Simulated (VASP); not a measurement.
Here is a VASP 6.6.1 calculation.

The input INCAR:

```
ALGO = Normal
EDIFF = 1E-6
ENCUT = 520
GGA = PE
GGA_COMPAT = False
ISIF = 2
ISMEAR = -1
IVDW = 12
LASPH = True
LCHARG = False
LREAL = False
LWAVE = False
NBANDS = 39
NELM = 120
PREC = Accurate
SIGMA = 0.05
```

Contents of KPOINTS:

```
k-points
0
Gamma
  1 1 1
```

Contents of POSCAR:

```
H11C2NO4
1.0
    5.9154820000      0.0000000000      0.0000000000
    0.0000000000      5.9154820000      0.0000000000
    0.0000000000      0.0000000000      5.9154820000
O H C N
4 11 2 1
Direct
    0.8733354273      0.9666667906      0.3536144646
    0.0958332728      0.6905777078      0.9739696613
    0.3592099511      0.0701887014      0.9074154904
    0.7320958799      0.3523127955      0.8093507849
    0.9042204845      0.8714082808      0.2177506415
    1.0138649733      1.0570905296      0.3654478198
    0.2223149356      0.7980414783      0.9832842024
    0.1008878059      0.6413002356      0.8188174691
    0.3277332261      0.1579245783      0.7725997645
    0.5151228590      0.1286792860      0.9153776480
    0.8169579419      0.4543163178      0.9021411949
    0.8496180024      0.3190441624      0.6967141477
    0.4899347171      0.4271334103      0.1094247265
    0.4894951924      0.6662517103      0.2927572090
    0.6777469697      0.4081324227      0.3513999366
    0.5172359581      0.4759544531      0.2825974282
    0.3219855964      0.3785321298      0.4076928981
    0.1810503354      0.3103043843      0.5255700212
```

Potentials or basis: VASP PAW PBE potentials, release 64 (O, H, C, N).

Launch:

```bash
$ cat potpaw_PBE.64/O/POTCAR potpaw_PBE.64/H/POTCAR potpaw_PBE.64/C/POTCAR potpaw_PBE.64/N/POTCAR > POTCAR
$ mpirun -np 1 vasp_gam > vasp.out
```

Q: What does it give for the band gap on the k mesh?

A: 4.78 eV.

Q: Predict the largest force.

A: 2.439 eV/Å.

Q: Estimate the pressure.

A: -0.7 GPa.

Q: Estimate the dispersion energy per atom.

A: -0.037 eV.

Stress tensor (GPa, compression positive):
```
-1.85  0.35  1.08
 0.35 -1.33  0.31
 1.08  0.31  1.04
```

Caveat: the k points lie up to 1.06 Å⁻¹ apart.
